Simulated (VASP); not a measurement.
# Al3BiO (Pm-3m) in VASP: notebook, part 2 of 2

VASP 6.6.1. The steps go on from the part before.

### Step 3. Single point, PBE

This run uses another cell than the first one, of 20.02 Å³/atom, 1.098 times its volume.

Input file INCAR:

```
  PREC = Accurate
  ENCUT = 520
  EDIFF = 1E-6
  ISMEAR = 0
  SIGMA = 0.1
  LREAL = False
  LASPH = True
  NELM = 100
  ALGO = Normal
  ISIF = 2
  LWAVE = False
  LCHARG = True
  GGA = PE
  LELF = True
  LVHAR = True
  NBANDS = 23
```

Input file KPOINTS:

```
regular mesh
0
Gamma
  4 4 4
```

Input file POSCAR:

```
Al3BiO
1.0
    4.6434485100      0.0000000000      0.0000000000
    0.0000000000      4.6434485100      0.0000000000
    0.0000000000      0.0000000000      4.6434485100
Al Bi O
3 1 1
Direct
    0.5000000000      0.5000000000      0.0000000000
    0.5000000000      0.0000000000      0.5000000000
    0.0000000000      0.5000000000      0.5000000000
    0.0000000000      0.0000000000      0.0000000000
    0.5000000000      0.5000000000      0.5000000000
```

Potentials or basis: VASP PAW PBE potentials, release 64 (Al, Bi_d, O).

On the command line:

```
$ cat potpaw_PBE.64/Al/POTCAR potpaw_PBE.64/Bi_d/POTCAR potpaw_PBE.64/O/POTCAR > POTCAR
$ mpirun -np 1 vasp_std > vasp.out
```

OUTCAR:

```text
PREC = Accurate
   ENCUT = 520
   EDIFF = 1E-6
   ISMEAR = 0
   LREAL = False
   LASPH = True
   NELM = 100
   ISIF = 2
   GGA = PE

 ion  position               nearest neighbor table
   1  0.500  0.500  0.000-   5 2.32   5 2.32   4 3.28   2 3.28   2 3.28   3 3.28   3 3.28   2 3.28
                             4 3.28   2 3.28   3 3.28   4 3.28   3 3.28   4 3.28
   2  0.500  0.000  0.500-   5 2.32   5 2.32   4 3.28   1 3.28   1 3.28   4 3.28   1 3.28   3 3.28
                             3 3.28   1 3.28   3 3.28   4 3.28   4 3.28   3 3.28
   3  0.000  0.500  0.500-   5 2.32   5 2.32   4 3.28   1 3.28   1 3.28   4 3.28   2 3.28   4 3.28
                             4 3.28   1 3.28   2 3.28   2 3.28   1 3.28   2 3.28
   4  0.000  0.000  0.000-   1 3.28   2 3.28   3 3.28   2 3.28   3 3.28   1 3.28   3 3.28   3 3.28
                             1 3.28   2 3.28   2 3.28   1 3.28
   5  0.500  0.500  0.500-   1 2.32   2 2.32   3 2.32   1 2.32   2 2.32   3 2.32

  LATTYP: Found a simple cubic cell.
 ALAT       =     4.6434485100

  Lattice vectors:

 A1 = (   4.6434485100,   0.0000000000,   0.0000000000)
 A2 = (   0.0000000000,   4.6434485100,   0.0000000000)
 A3 = (   0.0000000000,   0.0000000000,   4.6434485100)

Analysis of symmetry for initial positions (statically):
[... 170 lines left out ...]
 Fermi energy:         6.2430507282

 k-point     1 :       0.0000    0.0000    0.0000
  band No.  band energies     occupation
      1     -16.1728      2.00000
      2     -16.1728      2.00000
      3     -16.1723      2.00000
      4     -16.1723      2.00000
      5     -16.1723      2.00000
      6     -12.3408      2.00000
[... 249 lines left out ...]
     22      13.4618      0.00000
     23      13.5662      0.00000

------------------------ aborting loop because EDIFF is reached ----------------------------------------

  FORCE on cell =-STRESS in cart. coord.  units (eV):
  Direction    XX          YY          ZZ          XY          YZ          ZX
  --------------------------------------------------------------------------------------
  -------------------------------------------------------------------------------------
  Total       -3.5621428     -3.5621428     -3.5621428      0.0000000     -0.0000000      0.0000000
  in kB      -57.0033017    -57.0033017    -57.0033017      0.0000000     -0.0000000      0.0000000
  external PRESSURE =     -57.0033017 kB  Pullay stress =       0.0000000 kB

 VOLUME and BASIS-vectors are now :
 -----------------------------------------------------------------------------
  energy-cutoff  :      520.00
  volume of cell :      100.12
      direct lattice vectors                 reciprocal lattice vectors
     4.643448510  0.000000000  0.000000000     0.215357185  0.000000000  0.000000000
     0.000000000  4.643448510  0.000000000     0.000000000  0.215357185  0.000000000
     0.000000000  0.000000000  4.643448510     0.000000000  0.000000000  0.215357185

 POSITION                                       TOTAL-FORCE (eV/Angst)
 -----------------------------------------------------------------------------------
      2.32172      2.32172      0.00000         0.000000      0.000000      0.000000
      2.32172      0.00000      2.32172         0.000000      0.000000      0.000000
      0.00000      2.32172      2.32172         0.000000      0.000000      0.000000
      0.00000      0.00000      0.00000         0.000000      0.000000      0.000000
      2.32172      2.32172      2.32172         0.000000      0.000000      0.000000
 -----------------------------------------------------------------------------------
    total drift:                                0.000000      0.000000      0.000000

  FREE ENERGIE OF THE ION-ELECTRON SYSTEM (eV)
  ---------------------------------------------------
  free  energy   TOTEN  =       -21.2896902535 eV

  energy  without entropy=      -21.2728572279  energy(sigma->0) =      -21.28127374
```

OSZICAR:

```text
N       E                     dE             d eps       ncg     rms          rms(c)
DAV:   1     0.219447683013E+03    0.21945E+03   -0.13370E+04   460   0.123E+03
DAV:   2     0.558548829576E+00   -0.21889E+03   -0.20455E+03   512   0.326E+02
DAV:   3    -0.225815233569E+02   -0.23140E+02   -0.22499E+02   610   0.103E+02
DAV:   4    -0.232659989556E+02   -0.68448E+00   -0.68384E+00   565   0.199E+01
DAV:   5    -0.232903845820E+02   -0.24386E-01   -0.24383E-01   654   0.382E+00    0.822E+00
DAV:   6    -0.215821866706E+02    0.17082E+01   -0.10252E+01   541   0.214E+01    0.492E+00
DAV:   7    -0.213026979044E+02    0.27949E+00   -0.14378E+00   525   0.705E+00    0.177E+00
DAV:   8    -0.213101486562E+02   -0.74508E-02   -0.64809E-01   537   0.405E+00    0.111E+00
DAV:   9    -0.212888809467E+02    0.21268E-01   -0.74859E-02   598   0.168E+00    0.250E-01
DAV:  10    -0.212900989870E+02   -0.12180E-02   -0.12668E-02   551   0.592E-01    0.104E-01
DAV:  11    -0.212897230149E+02    0.37597E-03   -0.15901E-03   644   0.276E-01    0.597E-02
DAV:  12    -0.212896901800E+02    0.32835E-04   -0.31813E-04   551   0.103E-01    0.232E-02
DAV:  13    -0.212896911818E+02   -0.10018E-05   -0.74177E-05   565   0.464E-02    0.482E-03
DAV:  14    -0.212896949800E+02   -0.37982E-05   -0.25668E-05   551   0.296E-02    0.172E-02
DAV:  15    -0.212896901030E+02    0.48770E-05   -0.15473E-05   581   0.243E-02    0.142E-03
DAV:  16    -0.212896902535E+02   -0.15052E-06   -0.19356E-06   460   0.667E-03
   1 F= -.21289690E+02 E0= -.21281274E+02  d E =-.168330E-01
```

stdout:

```text
POSCAR found type information on POSCAR AlBiO
 POSCAR found :  3 types and       5 ions
 scaLAPACK will be used
 LDA part: xc-table for (Slater+PW92), standard interpolation
 POSCAR, INCAR and KPOINTS ok, starting setup
 FFT: planning ... GRIDC
 FFT: planning ... GRID_SOFT
 FFT: planning ... GRID
 WAVECAR not read
 entering main loop
```

It took 25 s on 1 thread of Intel Xeon Platinum 8559C (Emerald Rapids), shared host; peak memory 0.21 GiB.

Results:

| Quantity | Value |
| --- | --- |
| Free energy | -21.2897 eV |
| Pressure | -5.7 GPa |
| Band gap on the k mesh | zero (band 15 reaches 6.25 eV, above the bottom of band 16 at 4.86 eV) |

Levels at points of the mesh, in eV from the Fermi level:
```
           k point  band 12  band 13  band 14  band 15  band 16  band 17  band 18  band 19
(0.00, 0.00, 0.00)    -1.90    -1.90    -1.38    -1.38    -1.38     3.65     3.65     3.65
(0.50, 0.00, 0.00)    -1.62    -1.62    -1.06    -0.29     0.82     2.08     2.08     2.58
(0.50, 0.50, 0.00)    -2.68    -2.68    -0.53    -0.16     1.28     1.28     2.08     2.08
(0.50, 0.50, 0.50)    -4.07    -4.07    -0.32    -0.32    -0.32     1.25     6.49     6.49
```

Caveat: spin-orbit coupling is left out, which moves the levels of the heavy elements.
